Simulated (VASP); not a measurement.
ReS:

```
Re S
1.0
     3.67764    0.00000    0.00000
    -1.83882    3.18493    0.00000
     0.00000    0.00000    5.12572
Re S
2 2
Cartesian
  0.0000 0.0000 0.0000
  0.0000 0.0000 2.5629
  0.0000 2.1233 1.2814
  1.8388 1.0616 3.8443
```

```yaml
Program: VASP 6.6.1
Task: relaxation of cell and atoms
Functional: PBEsol
Potentials_or_basis: VASP PAW PBE potentials, release 64 (Re, S)
Cutoff: 600 eV
k_mesh: 10 × 10 × 6
Occupations: gaussian, width 0.05 eV
Spin: collinear spin, ferromagnetic start
Starting_moments: "[2.0, 2.0, 0.0, 0.0] μB"
```

At the start: pressure -2.4 GPa; volume 15.01 Å³/atom.

Problem. How do energy, volume and symmetry change on relaxing?

Solution. Over 9 steps the energy falls by 9.2 meV/atom and the volume is 14.67 Å³/atom (-2.3 %); space group P6_3/mmc (No. 194, to 0.05 Å); moment 0.00 μB per cell.

The path:
| step | energy change (eV) | largest force (eV/Å) | pressure (GPa) | volume (Å³) |
| --- | --- | --- | --- | --- |
| 1 | 0.0000 | 0.0000 | -2.38 | 60.04 |
| 2 | -0.0101 | 0.0000 | 4.39 | 58.11 |
| 3 | -0.0158 | 0.0000 | 1.79 | 58.81 |
| 4 | -0.0324 | 0.0000 | 0.64 | 58.74 |
| 5 | -0.0364 | 0.0000 | -0.30 | 58.64 |
| 6 | -0.0365 | 0.0000 | -0.21 | 58.66 |
| 7 | -0.0364 | 0.0000 | 0.18 | 58.70 |
| 8 | -0.0367 | 0.0000 | -0.09 | 58.67 |
| 9 | -0.0367 | 0.0000 | -0.02 | 58.68 |

Final structure:
```cif
data_structure
_symmetry_space_group_name_H-M 'P 1'
_symmetry_Int_Tables_number 1
_cell_length_a 3.5875
_cell_length_b 3.5875
_cell_length_c 5.2646
_cell_angle_alpha 90.000
_cell_angle_beta 90.000
_cell_angle_gamma 120.000
_cell_volume 58.68
loop_
_atom_site_label
_atom_site_type_symbol
_atom_site_fract_x
_atom_site_fract_y
_atom_site_fract_z
_atom_site_occupancy
Re1 Re 0.00000 0.00000 0.00000 1
Re2 Re 0.00000 0.00000 0.50000 1
S1 S 0.33333 0.66667 0.25000 1
S2 S 0.66667 0.33333 0.75000 1
```

Caveat: the PAW data sets were made with another functional, which shifts forces and pressure a little.
